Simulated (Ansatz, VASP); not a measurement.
One calculation of AlN, two programs

The input INCAR:

```
PREC = Accurate
ENCUT = 600
EDIFF = 1E-6
ISMEAR = 0
SIGMA = 0.02
LREAL = F
LASPH = T
NELM = 100
ALGO = Normal
ISIF = 3
LWAVE = F
LCHARG = F
GGA = PE
IBRION = 2
NSW = 100
EDIFFG = -0.002
```

The input KPOINTS:

```
Automatic mesh
0
Gamma
  9 9 4
```

Contents of POSCAR:

```
AlN
1.0
    3.1285881400      0.0000000000      0.0000000000
   -1.5642940700      2.7094368000      0.0000000000
    0.0000000000      0.0000000000      5.0169550000
Al N
2 2
Direct
    0.6666666700      0.3333333300      0.4992870000
    0.3333333300      0.6666666700      0.9992870000
    0.6666666700      0.3333333300      0.8807130000
    0.3333333300      0.6666666700      0.3807130000
```

Input for Ansatz:

```yaml
crystal:
  lattice:
    - [3.12858814, 0.0, 0.0]
    - [-1.56429407, 2.7094368, 0.0]
    - [0.0, 0.0, 5.016955]
  atoms:
    - { symbol: Al, position: [0.66666667, 0.33333333, 0.499287] }
    - { symbol: Al, position: [0.33333333, 0.66666667, 0.999287] }
    - { symbol: "N", position: [0.66666667, 0.33333333, 0.880713] }
    - { symbol: "N", position: [0.33333333, 0.66666667, 0.380713] }
basis:
  ecutwfc: 420
kpoints:
  mp_grid: { grid: [9, 9, 4] }
hamiltonian:
  xc: pbe
  pseudopotentials: { kind: paw, azcp: { folder: soft_1 } }
scf:
  occupations: { method: gaussian, width: 0.02 }
output:
  forces: true
  stress: true
  eigenvalues: true
  write_density: true
  write_potential: true
  elf: true
  volumetric_format: npy
relax:
  adjacent_minimum: "off"
  f_tol: 0.002
  max_steps: 80
  cell: { stress_tol: 0.02 }
```

Alike in both runs: task relaxation of cell and atoms; functional PBE; k mesh 9 × 9 × 4; occupations gaussian, width 0.02 eV; no spin polarisation.

|  | VASP | Ansatz |
| --- | --- | --- |
| version | VASP 6.6.1 | Ansatz 0.2.0 |
| potentials or method | VASP PAW PBE potentials, release 64 (Al, N), cutoff 600 eV | scalar-relativistic, plane waves, PAW |
| valence electrons in the cell | 16 | 16 |

```tsv
	VASP	Ansatz	Ansatz less VASP
gap on the k mesh at the Fermi level, each at its own relaxed structure (eV)	4.06	4.04	-0.024
relaxed volume (Å³/atom)	10.62	10.64	+0.017
relaxed cell length with the largest relative difference (Å)	3.128	3.130	+0.0019
```
